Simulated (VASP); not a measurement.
# MnO (Fm-3m) in VASP: settings compared

Aim: see how the results for MnO move with the level of theory and the settings. Levels: RPBE+D4, r2SCAN. Tasks: single point.

All numbers are computed with VASP 6.6.1; they aren't measurements. Logs are shortened: lines on timing, memory, paths and dates and some standing lists are left out, and cuts for length are marked.

## (1) The cell of the first run

The structure is cubic, space group Fm-3m (No. 225). Conventional cell: a = 4.535 Å, b = 4.535 Å, c = 4.535 Å, α = 90.00°, β = 90.00°, γ = 90.00°. Within 3.0 Å of Mn (site symmetry m-3m) lie 6 O at 2.27 Å. Within 3.0 Å of O (site symmetry m-3m) lie 6 Mn at 2.27 Å.

## (2) Single point, RPBE+D4, collinear spin, ferromagnetic start

INCAR reads:

```
PREC = Accurate
ENCUT = 520
EDIFF = 1E-7
ISMEAR = -1
SIGMA = 0.05
LREAL = F
LASPH = T
NELM = 150
ALGO = Normal
ISIF = 2
LWAVE = F
LCHARG = T
ISPIN = 2
MAGMOM = 4 0
LORBIT = 11
LMAXMIX = 4
GGA = RP
IVDW = 13
LELF = T
LVHAR = T
NBANDS = 20
```

KPOINTS reads:

```
Automatic mesh
0
Gamma
  10 10 10
```

POSCAR reads:

```
MnO
1.0
    0.0000000000      2.2675248097      2.2675248097
    2.2675248097      0.0000000000      2.2675248097
    2.2675248097      2.2675248097      0.0000000000
Mn O
1 1
Direct
    0.0000000000      0.0000000000      0.0000000000
    0.5000000000      0.5000000000      0.5000000000
```

Potentials or basis: VASP PAW PBE potentials, release 64 (Mn_pv, O).

Started as:

```console
cat potpaw_PBE.64/Mn_pv/POTCAR potpaw_PBE.64/O/POTCAR > POTCAR
mpirun -np 1 vasp_std > vasp.out
```

OUTCAR:

```text
PREC = Accurate
   ENCUT = 520
   EDIFF = 1E-7
   ISMEAR = -1
   LREAL = F
   LASPH = T
   NELM = 150
   ISIF = 2
   ISPIN = 2
   LORBIT = 11
   GGA = RP
   IVDW = 13

 ion  position               nearest neighbor table
   1  0.000  0.000  0.000-   2 2.27   2 2.27   2 2.27   2 2.27   2 2.27   2 2.27
   2  0.500  0.500  0.500-   1 2.27   1 2.27   1 2.27   1 2.27   1 2.27   1 2.27

  LATTYP: Found a face centered cubic cell.
 ALAT       =     4.5350496194

  Lattice vectors:

 A1 = (   0.0000000000,   2.2675248097,   2.2675248097)
 A2 = (   2.2675248097,   0.0000000000,   2.2675248097)
 A3 = (   2.2675248097,   2.2675248097,   0.0000000000)

Analysis of symmetry for initial positions (statically):
=====================================================================
 Subroutine PRICEL returns:
 Original cell was already a primitive cell.

 Routine SETGRP: Setting up the symmetry group for a
 face centered cubic supercell.

 Subroutine GETGRP returns: Found 48 space group operations
 (whereof 48 operations were pure point group operations)
 out of a pool of 48 trial point group operations.

The static configuration has the point symmetry O_h .

Analysis of symmetry for dynamics (positions and initial velocities):
=====================================================================
 Subroutine PRICEL returns:
 Original cell was already a primitive cell.

 Routine SETGRP: Setting up the symmetry group for a
 face centered cubic supercell.

 Subroutine GETGRP returns: Found 48 space group operations
 (whereof 48 operations were pure point group operations)
 out of a pool of 48 trial point group operations.

The dynamic configuration has the point symmetry O_h .

Analysis of structural, dynamic, and magnetic symmetry:
=====================================================================
 Subroutine PRICEL returns:
 Original cell was already a primitive cell.

 Routine SETGRP: Setting up the symmetry group for a
 face centered cubic supercell.

 Subroutine GETGRP returns: Found 48 space group operations
 (whereof 48 operations were pure point group operations)
 out of a pool of 48 trial point group operations.

The overall configuration has the point symmetry O_h .

 Subroutine INISYM returns: Found 48 space group operations
 (whereof 48 operations are pure point group operations),
 and found     1 'primitive' translations

----------------------------------------------------------------------------------------

                                     Primitive cell

  volume of cell :      23.3177

  direct lattice vectors                    reciprocal lattice vectors
     0.000000000  2.267524810  2.267524810    -0.220504754  0.220504754  0.220504754
     2.267524810  0.000000000  2.267524810     0.220504754 -0.220504754  0.220504754
     2.267524810  2.267524810  0.000000000     0.220504754  0.220504754 -0.220504754

  length of vectors
     3.206764339  3.206764339  3.206764339     0.381925437  0.381925437  0.381925437

  position of ions in fractional coordinates (direct lattice)
     0.000000000  0.000000000  0.000000000
     0.500000000  0.500000000  0.500000000

  ion indices of the primitive-cell ions
   primitive index   ion index
                 1           1
                 2           2

----------------------------------------------------------------------------------------

 KPOINTS: Automatic mesh

Automatic generation of k-mesh.
 Grid dimensions read from file:
 generate k-points for:   10   10   10

 Generating k-lattice:

  Cartesian coordinates                     Fractional coordinates (reciprocal lattice)
    -0.022050475  0.022050475  0.022050475     0.100000000  0.000000000  0.000000000
     0.022050475 -0.022050475  0.022050475     0.000000000  0.100000000  0.000000000
     0.022050475  0.022050475 -0.022050475     0.000000000  0.000000000  0.100000000

  Length of vectors
     0.038192544  0.038192544  0.038192544

  Shift w.r.t. Gamma in fractional coordinates (k-lattice)
     0.000000000  0.000000000  0.000000000

 Subroutine IBZKPT returns following result:
 ===========================================

 Found     47 irreducible k-points:

 Following reciprocal coordinates:
            Coordinates               Weight
  0.000000  0.000000  0.000000      1.000000
  0.100000  0.000000  0.000000      8.000000
  0.200000  0.000000  0.000000      8.000000
  0.300000  0.000000  0.000000      8.000000
  0.400000  0.000000  0.000000      8.000000
  0.500000  0.000000  0.000000      4.000000
[... 16 lines left out ...]
  0.300000  0.300000  0.000000      6.000000
  0.400000  0.300000  0.000000     24.000000
 [... further k-points ...]
   k-points           NKPTS =     47   k-points in BZ     NKDIM =     47   number of bands    NBANDS=     20
   number of dos      NEDOS =    301   number of ions     NIONS =      2
   total plane-waves  NPLWV =  13824
   dimension x,y,z NGX =    24 NGY =   24 NGZ =   24
   dimension x,y,z NGXF=    48 NGYF=   48 NGZF=   48
   ions per type =               1   1
   NGX,Y,Z   is equivalent  to a cutoff of  12.44, 12.44, 12.44 a.u.
   NGXF,Y,Z  is equivalent  to a cutoff of  24.88, 24.88, 24.88 a.u.
 SYSTEM =  unknown system
   PREC   = accura    normal or accurate (medium, high low for compatibility)
   ISTART =      0    job   : 0-new  1-cont  2-samecut
   ICHARG =      2    charge: 1-file 2-atom 10-const
   ISPIN  =      2    spin polarized calculation?
   LNONCOLLINEAR =      F non collinear calculations
   LSORBIT =      F    spin-orbit coupling
   LASPH  =      T    aspherical Exc in radial PAW
   ENCUT  =  520.0 eV  38.22 Ry    6.18 a.u.   5.96  5.96  5.96*2*pi/ulx,y,z
   NELM   =    150;   NELMIN=  2; NELMDL= -5     # of ELM steps
   EDIFF  = 0.1E-06   stopping-criterion for ELM
   LREAL  =      F    real-space projection
   EDIFFG = 0.1E-05   stopping-criterion for IOM
   NSW    =      0    number of steps for IOM
   IBRION =     -1    ionic relax: 0-MD 1-quasi-New 2-CG
   NFREE  =      0    steps in history (QN), initial steepest desc. (CG)
   ISIF   =      2    stress and relaxation
   ISYM   =      2    0-nonsym 1-usesym 2-fastsym
   POTIM  = 0.5000    time-step for ionic-motion
   TEBEG  =    0.0;   TEEND  =   0.0 temperature during run
   PSTRESS=    0.0 pullay stress
   NELECT =      19.0000    total number of electrons
   NUPDOWN=      -1.0000    fix difference up-down
   EMIN   =  10.00;   EMAX   =-10.00  energy-range for DOS
   EFERMI =   0.00;   METHOD = LEGACY
   ISMEAR =    -1;   SIGMA  =   0.05  broadening in eV -4-tet -1-fermi 0-gaus
   EFERMI_NEDOS =   21; number of points for ismear=-14 and -15
   IALGO  =     38    algorithm
   IMIX   =      4    mixing-type and parameters
     AMIX     =   0.40;   BMIX     =  1.00
     AMIX_MAG =   1.60;   BMIX_MAG =  1.00
  volume/ion in A,a.u.               =      11.66        78.68
  Fermi-wavevector in a.u.,A,eV,Ry     =   1.529082  2.889545 31.811652  2.338090
  Thomas-Fermi vector in A             =   2.636752
   LORBIT       =     11    0 simple, 1 ext, 2 COOP (PROOUT), +10 PAW based schemes
   GGA     = RP    functional components
   LHFCALC =     F    Hartree Fock is set to
   AEXX    =    0.0000 exact exchange contribution
   IVDW    =    13    specifies the selected vdW correction
   LEPSILON=     F    determine dielectric tensor
   LRPA    =     F    only Hartree local field effects (RPA)
 spin polarized calculation
  energy-cutoff  :      520.00
  volume of cell :       23.32
 maximum number of plane-waves:       636
   NGX = 11   NGY = 11   NGZ = 11

 number of electron      19.0000006 magnetization       4.9331284

 Free energy of the ion-electron system (eV)
  ---------------------------------------------------
  ext. energy  EPLUGINS =         0.00000000
  ---------------------------------------------------
  free energy    TOTEN  =       -15.72877400 eV

  energy without entropy =      -15.72427891  energy(sigma->0) =      -15.72652645

 E-fermi :   6.9490     XC(G=0): -11.3069

 val. band max:        6.9432194762   @ k =  -0.3000   0.2000   0.0000
 cond. band min:       6.9639100136   @ k =   0.1000   0.0000   0.0000
 fundamental gap:      0.0206905375
 Fermi energy:         6.9490221363

 spin component 1

 k-point     1 :       0.0000    0.0000    0.0000
  band No.  band energies     occupation
      1     -43.5441      1.00000
      2     -43.5441      1.00000
      3     -43.5441      1.00000
      4     -12.8379      1.00000
      5       3.5530      1.00000
      6       3.5530      1.00000
[... 12 lines left out ...]
     19      25.7476      0.00000
     20      25.7476      0.00000

 k-point     2 :       0.1000    0.0000    0.0000
  band No.  band energies     occupation
      1     -43.5487      1.00000
      2     -43.5447      1.00000
      3     -43.5447      1.00000
      4     -12.7635      1.00000
      5       2.6505      1.00000
      6       2.9642      1.00000
[... 12 lines left out ...]
     19      25.2787      0.00000
     20      26.9553      0.00000

 k-point     3 :       0.2000    0.0000    0.0000
  band No.  band energies     occupation
      1     -43.5607      1.00000
      2     -43.5463      1.00000
      3     -43.5463      1.00000
      4     -12.5618      1.00000
      5       1.3871      1.00000
      6       2.2664      1.00000
[... 12 lines left out ...]
     19      25.3635      0.00000
     20      29.2509      0.00000

 k-point     4 :       0.3000    0.0000    0.0000
  band No.  band energies     occupation
      1     -43.5755      1.00000
      2     -43.5483      1.00000
      3     -43.5483      1.00000
      4     -12.2972      1.00000
      5       0.2677      1.00000
      6       1.7178      1.00000
[... 429 lines left out ...]
 k-point    23 :       0.3000    0.3000    0.0000
  band No.  band energies     occupation
      1     -43.5731      1.00000
      2     -43.5558      1.00000
      3     -43.5558      1.00000
      4     -12.2367      1.00000
      5       0.3627      1.00000
      6       2.5491      1.00000
[... 12 lines left out ...]
     19      31.1304      0.00000
     20      31.6457      0.00000

 k-point    24 :       0.4000    0.3000    0.0000
  band No.  band energies     occupation
      1     -43.5794      1.00000
      2     -43.5592      1.00000
      3     -43.5578      1.00000
      4     -12.1107      1.00000
      5       0.2832      1.00000
      6       2.0587      1.00000
[... 12 lines left out ...]
     19      30.6839      0.00000
     20      32.6653      0.00000

 [... further k-points ...]

 spin component 2

 k-point     1 :       0.0000    0.0000    0.0000
  band No.  band energies     occupation
      1     -38.6951      1.00000
      2     -38.6951      1.00000
      3     -38.6951      1.00000
      4     -12.4009      1.00000
      5       3.9297      1.00000
      6       3.9297      1.00000
[... 12 lines left out ...]
     19      28.3370      0.00000
     20      28.3371      0.00000

 k-point     2 :       0.1000    0.0000    0.0000
  band No.  band energies     occupation
      1     -38.7010      1.00000
      2     -38.6958      1.00000
      3     -38.6958      1.00000
      4     -12.3296      1.00000
      5       3.3537      1.00000
      6       3.7587      1.00000
[... 12 lines left out ...]
     19      27.4048      0.00000
     20      29.1699      0.00000

 k-point     3 :       0.2000    0.0000    0.0000
  band No.  band energies     occupation
      1     -38.7164      1.00000
      2     -38.6977      1.00000
      3     -38.6977      1.00000
      4     -12.1368      1.00000
      5       2.2443      1.00000
      6       3.3705      1.00000
[... 12 lines left out ...]
     19      27.0538      0.00000
     20      31.0316      0.00000

 k-point     4 :       0.3000    0.0000    0.0000
  band No.  band energies     occupation
      1     -38.7354      1.00000
      2     -38.7001      1.00000
      3     -38.7000      1.00000
      4     -11.8850      1.00000
      5       1.1917      1.00000
      6       2.9696      1.00000
[... 429 lines left out ...]
 k-point    23 :       0.3000    0.3000    0.0000
  band No.  band energies     occupation
      1     -38.7317      1.00000
      2     -38.7096      1.00000
      3     -38.7096      1.00000
      4     -11.8211      1.00000
      5       1.2531      1.00000
      6       3.2086      1.00000
[... 12 lines left out ...]
     19      32.2454      0.00000
     20      32.6011      0.00000

 k-point    24 :       0.4000    0.3000    0.0000
  band No.  band energies     occupation
      1     -38.7397      1.00000
      2     -38.7138      1.00000
      3     -38.7121      1.00000
      4     -11.6986      1.00000
      5       1.0931      1.00000
      6       2.8801      1.00000
[... 12 lines left out ...]
     19      31.7614      0.00000
     20      33.8066      0.00000

 [... further k-points ...]

------------------------ aborting loop because EDIFF is reached ----------------------------------------

  DFT-D4 for vdW energy calculation

  Edisp (eV):   -1.28784

  FORCE on cell =-STRESS in cart. coord.  units (eV):
  Direction    XX          YY          ZZ          XY          YZ          ZX
  --------------------------------------------------------------------------------------
  -------------------------------------------------------------------------------------
  Total      -0.98076    -0.98076    -0.98076     0.00000     0.00000     0.00000
  in kB     -67.38862   -67.38862   -67.38862     0.00000     0.00000     0.00000
  external pressure =      -67.39 kB  Pullay stress =        0.00 kB

 VOLUME and BASIS-vectors are now :
 -----------------------------------------------------------------------------
  energy-cutoff  :      520.00
  volume of cell :       23.32
      direct lattice vectors                 reciprocal lattice vectors
     0.000000000  2.267524810  2.267524810    -0.220504754  0.220504754  0.220504754
     2.267524810  0.000000000  2.267524810     0.220504754 -0.220504754  0.220504754
     2.267524810  2.267524810  0.000000000     0.220504754  0.220504754 -0.220504754

 POSITION                                       TOTAL-FORCE (eV/Angst)
 -----------------------------------------------------------------------------------
      0.00000      0.00000      0.00000        -0.000000     -0.000000      0.000000
      2.26752      2.26752      2.26752         0.000000      0.000000     -0.000000
 -----------------------------------------------------------------------------------
    total drift:                                0.000000     -0.000000     -0.000000

  FREE ENERGIE OF THE ION-ELECTRON SYSTEM (eV)
  ---------------------------------------------------
  free  energy   TOTEN  =       -17.0166091620 eV

  energy  without entropy=      -17.0121140763  energy(sigma->0) =      -17.01436162

 total charge

# of ion       s       p       d       tot
------------------------------------------
    1        0.191   6.156   4.937  11.285
    2        1.565   3.407   0.000   4.972
--------------------------------------------------
tot          1.756   9.564   4.937  16.257

 magnetization (x)

# of ion       s       p       d       tot
------------------------------------------
    1        0.035   0.026   4.403   4.465
    2        0.028   0.175   0.000   0.203
--------------------------------------------------
tot          0.063   0.201   4.403   4.668
```

It took 20 s on 1 thread of Intel Xeon 6975P-C (Granite Rapids), shared host; peak memory 0.17 GiB.

Results:

- Free energy: -17.0166 eV
- Pressure: -6.7 GPa
- Net moment: 4.93 μB per cell
- Site moments: Mn +4.46; O +0.20 μB
- Valence electrons inside the program's atomic spheres: Mn 11.29; O 4.97
- Dispersion energy per atom: -0.644 eV

Caveat: the PAW data sets were made with another functional, which shifts forces and pressure a little; a cell with one magnetic atom can't hold antiferromagnetic order, which such compounds often take; semilocal functionals often make such compounds metallic where correlation or magnetic order opens a gap, which also shifts bond lengths; pairwise dispersion overbinds metals, which lowers pressure and volume.

[end of part 1 of 2]
